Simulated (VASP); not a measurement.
Write the native input for VASP 6.6.1 that does the following.

```
Task                   : single point
Functional             : PBE
Dispersion             : D3(BJ)
Potentials or basis    : VASP PAW PBE potentials, release 64 (C)
Cutoff                 : 520 eV
k mesh                 : 14 × 10 × 8
Occupations            : gaussian, width 0.03 eV
Spin                   : no spin polarisation
Dipole correction      : no
Further INCAR settings : ALGO = Normal; EDIFF = 1e-06; NBANDS = 16
```

The structure of C lies in POSCAR:

```
C
1.0
   -1.2327815062      2.1341012746      0.0000000000
   -1.2327815062      0.0000000000     -3.3978816559
   -3.6983445185     -2.1341012746      0.0000000000
C
4
Direct
    0.2436985864      0.0256629864      0.9102524502
    0.7563912134     -0.0256629864      0.4230509498
    0.2536154157     -0.0148327366      0.5870548118
    0.7462947845      0.0148327366      0.0796417882
```

This cell differs from its parent crystal: atoms displaced along a vibrational mode.

One way to write it, as run:

INCAR

```
SYSTEM = C
ALGO = Normal
EDIFF = 1E-6
ENCUT = 520
GGA = PE
ISIF = 2
ISMEAR = 0
IVDW = 12
LASPH = .True.
LCHARG = .False.
LREAL = .False.
LWAVE = .False.
NBANDS = 16
NELM = 80
PREC = Accurate
SIGMA = 0.03
```

KPOINTS

```
k-points
0
Gamma
  14 10 8
  0 0 0
```

Potentials or basis: VASP PAW PBE potentials, release 64 (C).

Command:

```console
$ cat potpaw_PBE.64/C/POTCAR > POTCAR
$ mpirun -np 1 vasp_std > vasp.out
```

Results of the run:

| Property | Result |
| --- | --- |
| Pressure | -0.5 GPa |
| Largest force | 1.021 eV/Å |
| Dispersion energy per atom | -0.154 eV |

Caveat: the cell differs from its parent crystal (atoms displaced along a vibrational mode); forces of over 1 eV/Å act on the atoms, so gaps and moduli don't describe the material at rest.

Run time: 5.7 min on 1 thread of Intel Xeon 8259CL (shared host), peak memory 0.3 GiB.
